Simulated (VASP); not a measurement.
Here is a VASP 6.6.1 calculation.

File INCAR:

```
PREC     = Accurate       # precision mode
ENCUT    = 520            # plane-wave cutoff, eV
EDIFF    = 1E-6           # SCF threshold, eV
ISMEAR   = -1             # smearing method
SIGMA    = 0.1            # smearing width, eV
LREAL    = F              # projectors in reciprocal space
LASPH    = T              # aspherical terms in the spheres
NELM     = 60             # most SCF steps
ALGO     = Normal         # electronic algorithm
ISIF     = 2              # what is computed and relaxed
LWAVE    = F              # write WAVECAR
LCHARG   = F              # write CHGCAR
GGA      = PS             # functional
NBANDS   = 11             # bands
```

The input KPOINTS:

```
Automatic mesh
0
Gamma
  14 14 14
```

File POSCAR:

```
Hf
1.0
   -1.7460743118      1.7460743118      1.7460743118
    1.7460743118     -1.7460743118      1.7460743118
    1.7460743118      1.7460743118     -1.7460743118
Hf
1
Direct
    0.0000000000      0.0000000000      0.0000000000
```

Potentials or basis: VASP PAW PBE potentials, release 64 (Hf_pv).

Command:

```console
$ cat potpaw_PBE.64/Hf_pv/POTCAR > POTCAR
$ mpirun -np 1 vasp_std > vasp.out
```

(1) Predict the pressure.

(2) What does it give for the band gap on the k mesh?

Answers

(1) -0.1 GPa.

(2) zero (band 5 reaches 6.30 eV, above the bottom of band 6 at 3.97 eV).

Caveat: the PAW data sets were made with another functional, which shifts forces and pressure a little; spin-orbit coupling is left out, which moves the levels of the heavy elements.
